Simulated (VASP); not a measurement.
Sb, 1 atom in the cell. It takes space group Pm-3m (No. 221, cubic). Conventional cell: a = 3.140 Å, b = 3.140 Å, c = 3.140 Å, α = 90.00°, β = 90.00°, γ = 90.00°. Within 4.1 Å of Sb (site symmetry m-3m) lie 6 Sb at 3.14 Å.  This cell differs from its parent crystal: volume scaled by 1.03.

```yaml
Program: VASP 6.6.1
Task: single point
Functional: PBE
Potentials_or_basis: VASP PAW PBE potentials, release 64 (Sb)
Cutoff: 520 eV
k_mesh: 18 × 18 × 18
Occupations: gaussian, width 0.1 eV
Spin: no spin polarisation
Dipole_correction: no
Further_INCAR_settings: ALGO = Normal; EDIFF = 1e-07; NBANDS = 8
```

Potentials or basis: VASP PAW PBE potentials, release 64 (Sb).

Launch:

```console
$ cat potpaw_PBE.64/Sb/POTCAR > POTCAR
$ mpirun -np 1 vasp_std > vasp.out
```

Hardware: 1 thread of Intel Xeon 8259CL, with other jobs on the host.

Task: Estimate the wall time of this run.

Result: It took 34 s on 1 thread of Intel Xeon 8259CL, with other jobs on the host, peak memory 0.18 GiB. Counts: scf iterations 11, k points 220.
